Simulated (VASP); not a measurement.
Input of a VASP 6.6.1 run:

Contents of INCAR:

```
SYSTEM = B
PREC = Accurate
ENCUT = 520
EDIFF = 1E-6
ISMEAR = -1
SIGMA = 0.1
LREAL = .False.
LASPH = .True.
NELM = 80
ALGO = Normal
ISIF = 2
LWAVE = .False.
LCHARG = .False.
GGA = PS
NBANDS = 10
```

Contents of KPOINTS:

```
Automatic mesh
0
Gamma
  23 23 5
  0 0 0
```

POSCAR

```
B
1.0
    1.7323409927      0.0000000000      0.0000000000
   -0.8661704964      1.5002513077      0.0000000000
    0.0000000000      0.0000000000      7.2628763541
B
2
Direct
    0.3333333333      0.6666666667      0.2500000000
    0.6666666667      0.3333333333      0.7500000000
```

Potentials or basis: VASP PAW PBE potentials, release 64 (B).

Command:

```sh
$ cat potpaw_PBE.64/B/POTCAR > POTCAR
$ mpirun -np 1 vasp_std > vasp.out
```

(1) What does it give for the pressure?

(2) Predict the band gap on the k mesh.

Answers

(1) -7.8 GPa.

(2) zero (band 3 reaches 7.92 eV, above the bottom of band 4 at -2.21 eV).

Caveat: the PAW data sets were made with another functional, which shifts forces and pressure a little; this functional lacks dispersion, which binds the layers, so the pressure and a relaxed spacing across them are unreliable.
